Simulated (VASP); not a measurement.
# MnS (Fm-3m) in VASP: notebook

The runs below take MnS through single point, with PBE.

Program: VASP 6.6.1. These are calculated values, not measurements. Logs are shortened: lines on timing, memory, paths and dates and some standing lists are left out, and cuts for length are marked.

## Step 1: The cell of the first run

The structure is cubic, space group Fm-3m (No. 225). The conventional cell has a = 5.209 Å, b = 5.209 Å, c = 5.209 Å, α = 90.00°, β = 90.00°, γ = 90.00°. Mn (site symmetry m-3m) has 6 S at 2.60 Å within 3.4 Å. Within 3.4 Å of S (site symmetry m-3m) lie 6 Mn at 2.60 Å.

## Step 2: Single point, PBE, collinear spin, ferromagnetic start

INCAR reads:

```
SYSTEM = MnS
  PREC = Accurate
  ENCUT = 520
  EDIFF = 1E-6
  ISMEAR = -1
  SIGMA = 0.15
  LREAL = .FALSE.
  LASPH = .TRUE.
  NELM = 150
  ALGO = Normal
  ISIF = 2
  LWAVE = .FALSE.
  LCHARG = .FALSE.
  ISPIN = 2
  MAGMOM = 2.8 0
  LORBIT = 11
  LMAXMIX = 4
  GGA = PE
  NBANDS = 20
```

KPOINTS reads:

```
Automatic mesh
0
G
  6 6 6
  0 0 0
```

POSCAR reads:

```
MnS
1.0
    0.0000000000      2.6045000000      2.6045000000
    2.6045000000      0.0000000000      2.6045000000
    2.6045000000      2.6045000000      0.0000000000
Mn S
1 1
Direct
    0.0000000000      0.0000000000      0.0000000000
    0.5000000000      0.5000000000      0.5000000000
```

Potentials or basis: VASP PAW PBE potentials, release 64 (Mn_pv, S).

Launch:

```bash
$ cat potpaw_PBE.64/Mn_pv/POTCAR potpaw_PBE.64/S/POTCAR > POTCAR
$ mpirun -np 1 vasp_std > vasp.out
```

OUTCAR:

```text
SYSTEM = MnS
   PREC = Accurate
   ENCUT = 520
   EDIFF = 1E-6
   ISMEAR = -1
   LREAL = .FALSE.
   LASPH = .TRUE.
   NELM = 150
   ISIF = 2
   ISPIN = 2
   LORBIT = 11
   GGA = PE

 ion  position               nearest neighbor table
   1  0.000  0.000  0.000-   2 2.60   2 2.60   2 2.60   2 2.60   2 2.60   2 2.60
   2  0.500  0.500  0.500-   1 2.60   1 2.60   1 2.60   1 2.60   1 2.60   1 2.60

  LATTYP: Found a face centered cubic cell.
 ALAT       =     5.2090000000

  Lattice vectors:

 A1 = (   0.0000000000,   2.6045000000,   2.6045000000)
 A2 = (   2.6045000000,   0.0000000000,   2.6045000000)
 A3 = (   2.6045000000,   2.6045000000,   0.0000000000)

Analysis of symmetry for initial positions (statically):
=====================================================================
 Subroutine PRICEL returns:
 Original cell was already a primitive cell.

 Routine SETGRP: Setting up the symmetry group for a
 face centered cubic supercell.

 Subroutine GETGRP returns: Found 48 space group operations
 (whereof 48 operations were pure point group operations)
 out of a pool of 48 trial point group operations.

The static configuration has the point symmetry O_h .

Analysis of symmetry for dynamics (positions and initial velocities):
=====================================================================
 Subroutine PRICEL returns:
 Original cell was already a primitive cell.

 Routine SETGRP: Setting up the symmetry group for a
 face centered cubic supercell.

 Subroutine GETGRP returns: Found 48 space group operations
 (whereof 48 operations were pure point group operations)
 out of a pool of 48 trial point group operations.

The dynamic configuration has the point symmetry O_h .

Analysis of structural, dynamic, and magnetic symmetry:
=====================================================================
 Subroutine PRICEL returns:
 Original cell was already a primitive cell.

 Routine SETGRP: Setting up the symmetry group for a
 face centered cubic supercell.

 Subroutine GETGRP returns: Found 48 space group operations
 (whereof 48 operations were pure point group operations)
 out of a pool of 48 trial point group operations.

The overall configuration has the point symmetry O_h .

 Subroutine INISYM returns: Found 48 space group operations
 (whereof 48 operations are pure point group operations),
 and found     1 'primitive' translations

----------------------------------------------------------------------------------------

                                     Primitive cell

  volume of cell :      35.3348

  direct lattice vectors                    reciprocal lattice vectors
     0.000000000  2.604500000  2.604500000    -0.191975427  0.191975427  0.191975427
     2.604500000  0.000000000  2.604500000     0.191975427 -0.191975427  0.191975427
     2.604500000  2.604500000  0.000000000     0.191975427  0.191975427 -0.191975427

  length of vectors
     3.683319223  3.683319223  3.683319223     0.332511194  0.332511194  0.332511194

  position of ions in fractional coordinates (direct lattice)
     0.000000000  0.000000000  0.000000000
     0.500000000  0.500000000  0.500000000

  ion indices of the primitive-cell ions
   primitive index   ion index
                 1           1
                 2           2

----------------------------------------------------------------------------------------

 KPOINTS: Automatic mesh

Automatic generation of k-mesh.
 Grid dimensions read from file:
 generate k-points for:    6    6    6

 Generating k-lattice:

  Cartesian coordinates                     Fractional coordinates (reciprocal lattice)
    -0.031995905  0.031995905  0.031995905     0.166666667  0.000000000  0.000000000
     0.031995905 -0.031995905  0.031995905     0.000000000  0.166666667  0.000000000
     0.031995905  0.031995905 -0.031995905     0.000000000  0.000000000  0.166666667

  Length of vectors
     0.055418532  0.055418532  0.055418532

  Shift w.r.t. Gamma in fractional coordinates (k-lattice)
     0.000000000  0.000000000  0.000000000

 Subroutine IBZKPT returns following result:
 ===========================================

 Found     16 irreducible k-points:

 Following reciprocal coordinates:
            Coordinates               Weight
  0.000000  0.000000  0.000000      1.000000
  0.166667  0.000000  0.000000      8.000000
  0.333333  0.000000  0.000000      8.000000
  0.500000  0.000000  0.000000      4.000000
  0.166667  0.166667  0.000000      6.000000
  0.333333  0.166667  0.000000     24.000000
[... 8 lines left out ...]
 -0.333333  0.333333  0.166667     24.000000
 -0.333333  0.500000  0.166667     12.000000
   k-points           NKPTS =     16   k-points in BZ     NKDIM =     16   number of bands    NBANDS=     20
   number of dos      NEDOS =    301   number of ions     NIONS =      2
   total plane-waves  NPLWV =  21952
   dimension x,y,z NGX =    28 NGY =   28 NGZ =   28
   dimension x,y,z NGXF=    56 NGYF=   56 NGZF=   56
   ions per type =               1   1
   NGX,Y,Z   is equivalent  to a cutoff of  12.64, 12.64, 12.64 a.u.
   NGXF,Y,Z  is equivalent  to a cutoff of  25.28, 25.28, 25.28 a.u.
 SYSTEM =  MnS
   PREC   = accura    normal or accurate (medium, high low for compatibility)
   ISTART =      0    job   : 0-new  1-cont  2-samecut
   ICHARG =      2    charge: 1-file 2-atom 10-const
   ISPIN  =      2    spin polarized calculation?
   LNONCOLLINEAR =      F non collinear calculations
   LSORBIT =      F    spin-orbit coupling
   LASPH  =      T    aspherical Exc in radial PAW
   ENCUT  =  520.0 eV  38.22 Ry    6.18 a.u.   6.85  6.85  6.85*2*pi/ulx,y,z
   NELM   =    150;   NELMIN=  2; NELMDL= -5     # of ELM steps
   EDIFF  = 0.1E-05   stopping-criterion for ELM
   LREAL  =      F    real-space projection
   EDIFFG = 0.1E-04   stopping-criterion for IOM
   NSW    =      0    number of steps for IOM
   IBRION =     -1    ionic relax: 0-MD 1-quasi-New 2-CG
   NFREE  =      0    steps in history (QN), initial steepest desc. (CG)
   ISIF   =      2    stress and relaxation
   ISYM   =      2    0-nonsym 1-usesym 2-fastsym
   POTIM  = 0.5000    time-step for ionic-motion
   TEBEG  =    0.0;   TEEND  =   0.0 temperature during run
   PSTRESS=    0.0 pullay stress
   NELECT =      19.0000    total number of electrons
   NUPDOWN=      -1.0000    fix difference up-down
   EMIN   =  10.00;   EMAX   =-10.00  energy-range for DOS
   EFERMI =   0.00;   METHOD = LEGACY
   ISMEAR =    -1;   SIGMA  =   0.15  broadening in eV -4-tet -1-fermi 0-gaus
   EFERMI_NEDOS =   21; number of points for ismear=-14 and -15
   IALGO  =     38    algorithm
   IMIX   =      4    mixing-type and parameters
     AMIX     =   0.40;   BMIX     =  1.00
     AMIX_MAG =   1.60;   BMIX_MAG =  1.00
  volume/ion in A,a.u.               =      17.67       119.23
  Fermi-wavevector in a.u.,A,eV,Ry     =   1.331246  2.515690 24.112464  1.772216
  Thomas-Fermi vector in A             =   2.460272
   LORBIT       =     11    0 simple, 1 ext, 2 COOP (PROOUT), +10 PAW based schemes
   GGA     = PE    functional components
   LHFCALC =     F    Hartree Fock is set to
   AEXX    =    0.0000 exact exchange contribution
   IVDW    =     0    specifies the selected vdW correction
   LEPSILON=     F    determine dielectric tensor
   LRPA    =     F    only Hartree local field effects (RPA)
 spin polarized calculation
  energy-cutoff  :      520.00
  volume of cell :       35.33
 maximum number of plane-waves:       962
   NGX = 13   NGY = 13   NGZ = 13

 number of electron      18.9999989 magnetization       4.6294261

 Free energy of the ion-electron system (eV)
  ---------------------------------------------------
  ext. energy  EPLUGINS =         0.00000000
  ---------------------------------------------------
  free energy    TOTEN  =       -14.10659255 eV

  energy without entropy =      -14.04287288  energy(sigma->0) =      -14.07473272

 E-fermi :   6.6598     XC(G=0): -10.6453

 val. band max:        6.6428210591   @ k =   0.1667   0.1667   0.0000
 cond. band min:       6.8401487867   @ k =   0.3333   0.1667   0.0000
 fundamental gap:      0.1973277276
 Fermi energy:         6.6598257261

 spin component 1

 k-point     1 :       0.0000    0.0000    0.0000
  band No.  band energies     occupation
      1     -44.0061      1.00000
      2     -44.0061      1.00000
      3     -44.0061      1.00000
      4      -7.9490      1.00000
      5       3.3016      1.00000
      6       3.3016      1.00000
[... 12 lines left out ...]
     19      18.4217      0.00000
     20      18.8133      0.00000
[... 323 lines left out ...]
 k-point    16 :      -0.3333    0.5000    0.1667
  band No.  band energies     occupation
      1     -44.0124      1.00000
      2     -44.0103      1.00000
      3     -44.0093      1.00000
      4      -6.4113      1.00000
      5       1.0045      1.00000
      6       1.7988      1.00000
[... 12 lines left out ...]
     19      20.8177      0.00000
     20      22.4918      0.00000
 Fermi energy:         6.6598257261

 spin component 2

 k-point     1 :       0.0000    0.0000    0.0000
  band No.  band energies     occupation
      1     -39.5324      1.00000
      2     -39.5324      1.00000
      3     -39.5324      1.00000
      4      -7.6800      1.00000
      5       4.9461      0.99999
      6       4.9461      0.99999
[... 12 lines left out ...]
     19      19.4336      0.00000
     20      20.4942      0.00000
[... 323 lines left out ...]
 k-point    16 :      -0.3333    0.5000    0.1667
  band No.  band energies     occupation
      1     -39.5409      1.00000
      2     -39.5380      1.00000
      3     -39.5367      1.00000
      4      -6.1884      1.00000
      5       1.4282      1.00000
      6       2.4618      1.00000
[... 12 lines left out ...]
     19      21.1579      0.00000
     20      23.1877      0.00000

------------------------ aborting loop because EDIFF is reached ----------------------------------------

  FORCE on cell =-STRESS in cart. coord.  units (eV):
  Direction    XX          YY          ZZ          XY          YZ          ZX
  --------------------------------------------------------------------------------------
  -------------------------------------------------------------------------------------
  Total       -0.8136993     -0.8136993     -0.8136993      0.0000000     -0.0000000     -0.0000000
  in kB      -36.8953335    -36.8953335    -36.8953335      0.0000000     -0.0000000     -0.0000000
  external PRESSURE =     -36.8953335 kB  Pullay stress =       0.0000000 kB

 VOLUME and BASIS-vectors are now :
 -----------------------------------------------------------------------------
  energy-cutoff  :      520.00
  volume of cell :       35.33
      direct lattice vectors                 reciprocal lattice vectors
     0.000000000  2.604500000  2.604500000    -0.191975427  0.191975427  0.191975427
     2.604500000  0.000000000  2.604500000     0.191975427 -0.191975427  0.191975427
     2.604500000  2.604500000  0.000000000     0.191975427  0.191975427 -0.191975427

 POSITION                                       TOTAL-FORCE (eV/Angst)
 -----------------------------------------------------------------------------------
      0.00000      0.00000      0.00000        -0.000000     -0.000000      0.000000
      2.60450      2.60450      2.60450         0.000000      0.000000      0.000000
 -----------------------------------------------------------------------------------
    total drift:                               -0.000000      0.000000      0.000000

  FREE ENERGIE OF THE ION-ELECTRON SYSTEM (eV)
  ---------------------------------------------------
  free  energy   TOTEN  =       -14.1065925495 eV

  energy  without entropy=      -14.0428728813  energy(sigma->0) =      -14.07473272

 total charge

# of ion       s       p       d       tot
------------------------------------------
    1        0.214   6.161   4.936  11.311
    2        1.328   2.394   0.000   3.722
--------------------------------------------------
tot          1.542   8.555   4.936  15.033

 magnetization (x)

# of ion       s       p       d       tot
------------------------------------------
    1        0.051   0.038   4.119   4.207
    2        0.026   0.063   0.000   0.089
--------------------------------------------------
tot          0.076   0.101   4.119   4.296
```

It took 29 s on 1 thread of AMD EPYC 7R43 (Zen 3), shared host; peak memory 0.14 GiB.

Results:

* Free energy: -14.1066 eV
* Pressure: -3.7 GPa
* Net moment: 4.63 μB per cell
* Site moments: Mn +4.21; S +0.09 μB
* Valence electrons inside the program's atomic spheres: Mn 11.31; S 3.72

Levels at points of the mesh, in eV from the Fermi level:
Spin up:
```csv
k point,band 10,band 11,band 12,band 13,band 14,band 15
"(0.00, 0.00, 0.00)",-1.90,-1.90,-1.90,1.70,8.58,8.58
"(0.50, 0.00, 0.00)",-2.47,0.39,0.39,2.81,5.37,5.37
"(0.50, 0.50, 0.00)",-2.71,-2.71,-2.23,0.84,5.46,10.12
```
Spin down:
| k point | band 4 | band 5 | band 6 | band 7 | band 8 | band 9 | band 10 | band 11 |
| --- | --- | --- | --- | --- | --- | --- | --- | --- |
| (0.00, 0.00, 0.00) | -14.34 | -1.71 | -1.71 | -1.71 | 0.28 | 0.28 | 0.28 | 0.33 |
| (0.50, 0.00, 0.00) | -13.07 | -6.41 | -3.40 | -3.40 | 1.24 | 1.24 | 1.43 | 3.14 |
| (0.50, 0.50, 0.00) | -12.91 | -5.60 | -3.22 | -3.22 | -0.83 | 0.76 | 1.49 | 1.49 |

Caveat: the cell stands under tension; a cell with one magnetic atom can't hold antiferromagnetic order, which such compounds often take; semilocal functionals often make such compounds metallic where correlation or magnetic order opens a gap, which also shifts bond lengths. With open d or f shells a metallic result of PBE can be an artefact of self-interaction; +U or a hybrid may open a gap.

## Step 3: Single point, PBE, collinear spin, ferromagnetic start

INCAR reads:

```
SYSTEM = MnS
ALGO = Normal ; EDIFF = 1E-6
ENCUT = 520 ; GGA = PE
ISIF = 2 ; ISMEAR = -1
ISPIN = 2 ; LASPH = .TRUE.
LCHARG = .FALSE. ; LMAXMIX = 4
LORBIT = 11 ; LREAL = .FALSE.
LWAVE = .FALSE. ; MAGMOM = 2.8 0
NBANDS = 20 ; NELM = 150
PREC = Accurate ; SIGMA = 0.15
```

KPOINTS reads:

```
k-points
0
G
  7 7 7
  0 0 0
```

POSCAR is that of step 2.

Potentials or basis: VASP PAW PBE potentials, release 64 (Mn_pv, S).

Launch:

```bash
$ cat potpaw_PBE.64/Mn_pv/POTCAR potpaw_PBE.64/S/POTCAR > POTCAR
$ mpirun -np 1 vasp_std > vasp.out
```

OUTCAR:

```text
SYSTEM = MnS
   EDIFF = 1E-6
   ENCUT = 520
   GGA = PE
   ISIF = 2
   ISMEAR = -1
   ISPIN = 2
   LASPH = .TRUE.
   LORBIT = 11
   LREAL = .FALSE.
   NELM = 150
   PREC = Accurate

 ion  position               nearest neighbor table
   1  0.000  0.000  0.000-   2 2.60   2 2.60   2 2.60   2 2.60   2 2.60   2 2.60
   2  0.500  0.500  0.500-   1 2.60   1 2.60   1 2.60   1 2.60   1 2.60   1 2.60

  LATTYP: Found a face centered cubic cell.
 ALAT       =     5.2090000000

  Lattice vectors:

 A1 = (   0.0000000000,   2.6045000000,   2.6045000000)
 A2 = (   2.6045000000,   0.0000000000,   2.6045000000)
 A3 = (   2.6045000000,   2.6045000000,   0.0000000000)

[... 1126 lines left out ...]
  energy-cutoff  :      520.00
  volume of cell :       35.33
      direct lattice vectors                 reciprocal lattice vectors
     0.000000000  2.604500000  2.604500000    -0.191975427  0.191975427  0.191975427
     2.604500000  0.000000000  2.604500000     0.191975427 -0.191975427  0.191975427
     2.604500000  2.604500000  0.000000000     0.191975427  0.191975427 -0.191975427

 POSITION                                       TOTAL-FORCE (eV/Angst)
 -----------------------------------------------------------------------------------
      0.00000      0.00000      0.00000         0.000000      0.000000      0.000000
      2.60450      2.60450      2.60450        -0.000000     -0.000000     -0.000000
 -----------------------------------------------------------------------------------
    total drift:                               -0.000000      0.000000      0.000000

  FREE ENERGIE OF THE ION-ELECTRON SYSTEM (eV)
  ---------------------------------------------------
  free  energy   TOTEN  =       -14.1028549773 eV

  energy  without entropy=      -14.0398062161  energy(sigma->0) =      -14.07133060

 total charge

# of ion       s       p       d       tot
------------------------------------------
    1        0.214   6.161   4.934  11.310
    2        1.328   2.396   0.000   3.724
--------------------------------------------------
tot          1.542   8.557   4.934  15.033

 magnetization (x)

# of ion       s       p       d       tot
------------------------------------------
    1        0.051   0.038   4.128   4.216
    2        0.026   0.068   0.000   0.094
--------------------------------------------------
tot          0.077   0.106   4.128   4.310
```

stdout:

```text
POSCAR found type information on POSCAR MnS
 POSCAR found :  2 types and       2 ions
 scaLAPACK will be used
 LDA part: xc-table for (Slater+PW92), standard interpolation
 POSCAR, INCAR and KPOINTS ok, starting setup
 FFT: planning ... GRIDC
 FFT: planning ... GRID_SOFT
 FFT: planning ... GRID
 WAVECAR not read
 entering main loop
```

It took 34 s on 1 thread of AMD EPYC 7R43 (Zen 3), shared host; peak memory 0.14 GiB.

What came out:

| Item | Value |
| --- | --- |
| Free energy | -14.1029 eV |
| Pressure | -3.5 GPa |
| Net moment | 4.65 μB per cell |
| Site moments | Mn +4.22; S +0.09 μB |
| Valence electrons inside the program's atomic spheres | Mn 11.31; S 3.72 |

Caveat: the cell stands under tension; a cell with one magnetic atom can't hold antiferromagnetic order, which such compounds often take; semilocal functionals often make such compounds metallic where correlation or magnetic order opens a gap, which also shifts bond lengths. With open d or f shells a metallic result of PBE can be an artefact of self-interaction; +U or a hybrid may open a gap.

[end of part 1 of 2]
